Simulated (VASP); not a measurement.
Wanted: the native input for a VASP 6.6.1 run.

```yaml
Task: single point
Functional: PBE
Potentials_or_basis: VASP PAW PBE potentials, release 64 (Mg, O)
Cutoff: 520 eV
k_mesh: 12 × 12 × 6
Occupations: gaussian, width 0.02 eV
Spin: no spin polarisation
Dipole_correction: no
Further_INCAR_settings: ALGO = Normal; EDIFF = 1e-07; NBANDS = 16
```

The structure of MgO lies in POSCAR:

```
MgO
1.0
    3.4894916097      0.0000000000      0.0000000000
   -1.7447458048      3.0219883803      0.0000000000
    0.0000000000      0.0000000000      4.2036366229
Mg O
2 2
Direct
    0.3333333333      0.6666666667     -0.0477000050
    0.6666666667      0.3333333333      0.4522999950
    0.3333333333      0.6666666667      0.4522999950
    0.6666666667      0.3333333333      0.9522999950
```

The input as run:

INCAR

```
SYSTEM = MgO
  PREC = Accurate
  ENCUT = 520
  EDIFF = 1E-7
  ISMEAR = 0
  SIGMA = 0.02
  LREAL = .False.
  LASPH = .True.
  NELM = 80
  ALGO = Normal
  ISIF = 2
  LWAVE = .False.
  LCHARG = .False.
  GGA = PE
  NBANDS = 16
```

KPOINTS

```
regular mesh
0
Gamma
  12 12 6
  0 0 0
```

Potentials or basis: VASP PAW PBE potentials, release 64 (Mg, O).

Command:

```bash
$ cat potpaw_PBE.64/Mg/POTCAR potpaw_PBE.64/O/POTCAR > POTCAR
$ mpirun -np 1 vasp_std > vasp.out
```

It gave:

```
Pressure               : 2.9 GPa
Band gap on the k mesh : 3.39 eV
```

It took 110 s on 1 thread of Intel Xeon 8259CL, with other jobs on the host, peak memory 0.2 GiB.
